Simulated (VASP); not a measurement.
Wanted: the native input for a VASP 6.6.1 run.

```yaml
Task: single point
Functional: PBE
Potentials_or_basis: VASP PAW PBE potentials, release 64 (Pt)
Cutoff: 500 eV
k_mesh: 18 × 18 × 18
Occupations: gaussian, width 0.05 eV
Spin: non-collinear spin, zero start, spin-orbit coupling
Starting_moments: "[[0.0, 0.0, 0.0]] μB"
Dipole_correction: no
Further_INCAR_settings: ALGO = Normal; EDIFF = 1e-06; NBANDS = 21
```

The structure of Pt lies in POSCAR:

```
Pt
1.0
    0.0000000000      1.9609000000      1.9609000000
    1.9609000000      0.0000000000      1.9609000000
    1.9609000000      1.9609000000      0.0000000000
Pt
1
Direct
    0.0000000000      0.0000000000      0.0000000000
```

One way to write it, as run:

INCAR

```
ALGO = Normal ; EDIFF = 1E-6
ENCUT = 500 ; GGA = PE
GGA_COMPAT = F ; ISIF = 2
ISMEAR = 0 ; LASPH = T
LCHARG = F ; LMAXMIX = 4
LORBIT = 11 ; LORBMOM = T
LREAL = F ; LSORBIT = T
LWAVE = F ; MAGMOM = 0 0 0
NBANDS = 21 ; NELM = 200
PREC = Accurate ; SIGMA = 0.05
```

KPOINTS

```
k-points
0
Gamma
  18 18 18
```

Potentials or basis: VASP PAW PBE potentials, release 64 (Pt).

The run is started by

```bash
$ cat potpaw_PBE.64/Pt/POTCAR > POTCAR
$ mpirun -np 1 vasp_ncl > vasp.out
```

It gave:

```
Pressure                                              : 10.3 GPa
Net moment                                            : 0.00 μB per cell
Valence electrons inside the program's atomic spheres : Pt 9.30
```

Wall time 2.4 min on 1 thread of Intel Xeon 8259CL, with other jobs on the host, peak memory 0.22 GiB.
